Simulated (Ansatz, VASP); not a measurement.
## Two plane-wave programs on P

File INCAR:

```
SYSTEM = P
PREC = Accurate ; ENCUT = 520
EDIFF = 1E-7 ; ISMEAR = 0
SIGMA = 0.15 ; LREAL = .FALSE.
LASPH = .TRUE. ; NELM = 80
ALGO = Normal ; ISIF = 2
LWAVE = .FALSE. ; LCHARG = .FALSE.
GGA = PE ; IVDW = 12
NBANDS = 12
```

File KPOINTS:

```
regular mesh
0
G
  24 24 24
  0 0 0
```

The input POSCAR:

```
P
1.0
    1.7138507813      0.9894922099      2.9189069788
   -1.7138507813      0.9894922099      2.9189069788
    0.0000000000     -1.9789844198      2.9189069788
P
2
Direct
    0.2165363458      0.2165363458      0.2165363458
    0.7834636542      0.7834636542      0.7834636542
```

Input for Ansatz:

```yaml
crystal:
  lattice:
    - [1.7138507813, 0.9894922099, 2.9189069788]
    - [-1.7138507813, 0.9894922099, 2.9189069788]
    - [0.0, -1.9789844198, 2.9189069788]
  atoms:
    - { symbol: P, position: [0.2165363458, 0.2165363458, 0.2165363458] }
    - { symbol: P, position: [0.7834636542, 0.7834636542, 0.7834636542] }
basis:
  ecutwfc: 420
kpoints:
  mp_grid: { grid: [24, 24, 24] }
hamiltonian:
  xc: pbe
  dispersion: d3bj
scf:
  occupations: { method: gaussian, width: 0.15 }
output:
  forces: true
  stress: true
  eigenvalues: true
  write_density: true
  write_potential: true
  elf: true
  volumetric_format: npy
```

Change from the starting cell: mode 6 (347.9 1/cm) frozen in, largest displacement -0.150 Å.

Alike in both runs: task single point; functional PBE; dispersion D3(BJ); k mesh 24 × 24 × 24; occupations gaussian, width 0.15 eV; no spin polarisation.

|  | VASP | Ansatz |
| --- | --- | --- |
| version | VASP 6.6.1 | Ansatz 0.2.0 |
| potentials or method | VASP PAW PBE potentials, release 64 (P), cutoff 520 eV | scalar-relativistic, plane waves, PAW |
| valence electrons in the cell | 10 | 10 |

VASP gave:

```
gap on the k mesh at the Fermi level (eV)                     : none
pressure (GPa)                                                : 9.0
traceless stress, the component that is largest in VASP (GPa) : 0.06
rms of the force components (eV/Å)                            : 1.403
```

What did Ansatz give for the same quantities?

gap on the k mesh at the Fermi level (eV): none; pressure (GPa): 9.5; traceless stress, the component that is largest in VASP (GPa): -0.36; rms of the force components (eV/Å): 1.427.

Atom by atom the forces differ by 0.024 eV/Å (rms over components). A gap of «none» marks a metal or a gap that the smearing closes.
